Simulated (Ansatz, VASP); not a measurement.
Two plane-wave programs on Cd4SeS3

```
CELL_PARAMETERS angstrom
5.99679 0.00000 0.00000
0.00000 5.99679 0.00000
0.00000 0.00000 5.99679
ATOMIC_POSITIONS crystal
Cd 0.24383 0.75617 0.24383
Cd 0.24383 0.24383 0.75617
Cd 0.75617 0.75617 0.75617
Cd 0.75617 0.24383 0.24383
Se 0.50000 0.50000 0.50000
S 0.50000 0.00000 0.00000
S 0.00000 0.00000 0.50000
S 0.00000 0.50000 0.00000
```

Alike in both runs: task relaxation of cell and atoms; functional PBE; k mesh 6 × 6 × 6; occupations gaussian, width 0.02 eV; no spin polarisation.

|  | VASP | Ansatz |
| --- | --- | --- |
| version | VASP 6.6.1 | Ansatz 0.2.0 |
| potentials or method | VASP PAW PBE potentials, release 64 (Cd, Se, S), cutoff 600 eV | scalar-relativistic, plane waves, PAW |
| valence electrons in the cell | 72 | 114 |

Ansatz gave:

```
gap on the k mesh at the Fermi level, each at its own relaxed structure (eV)  : 0.87
relaxed volume (Å³/atom)                                                      : 26.89
relaxed length of the cell vector where the two differ most in proportion (Å) : 5.992
```

Estimate VASP's values.

gap on the k mesh at the Fermi level, each at its own relaxed structure (eV): 0.86; relaxed volume (Å³/atom): 27.04; relaxed length of the cell vector where the two differ most in proportion (Å): 6.003.

VASP's potentials hold 72 valence electrons a cell and Ansatz's 114, so a difference there can come from the potentials and not from the codes.
